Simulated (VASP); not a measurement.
## BeS: single point with r2SCAN

BeS:

```
Be S
1.0
     0.00000    2.31730    2.31730
     2.31730    0.00000    2.31730
     2.31730    2.31730    0.00000
Be S
1 1
Direct
  0.00000 0.00000 0.00000
  0.50000 0.50000 0.50000
```

```json
{"Program": "VASP 6.6.1", "Task": "single point", "Functional": "r2SCAN", "Potentials or basis": "VASP PAW PBE potentials, release 64 (Be, S)", "Cutoff": "520 eV", "k mesh": "10 × 10 × 10", "Occupations": "gaussian, width 0.01 eV", "Spin": "no spin polarisation", "Dipole correction": "no", "Further INCAR settings": "ALGO = Normal; EDIFF = 1e-06; NBANDS = 11"}
```

```
Pressure               : 0.0 GPa
Band gap on the k mesh : 1.39 eV, indirect (least direct gap 4.60 eV)
```

Levels at points of the mesh, in eV from the valence-band top:
| k point | band 1 | band 2 | band 3 | band 4 | band 5 | band 6 | band 7 | band 8 |
| --- | --- | --- | --- | --- | --- | --- | --- | --- |
| (0.00, 0.00, 0.00) | -15.70 | -0.22 | -0.22 | -0.22 | 6.25 | 9.43 | 9.43 | 9.43 |
| (0.50, 0.00, 0.00) | -13.34 | -7.39 | -0.49 | -0.49 | 4.53 | 4.53 | 4.89 | 11.24 |
| (0.50, 0.50, 0.00) | -12.26 | -6.90 | -3.21 | -3.21 | 1.39 | 4.91 | 13.03 | 13.03 |

Run time: 72 s on 1 thread of AMD EPYC 7571, with other jobs on the host, peak memory 0.11 GiB.

Caveat: the PAW data sets were made with another functional, which shifts forces and pressure a little. r2SCAN opens gaps a little over a GGA but as a rule still falls short of measured ones.
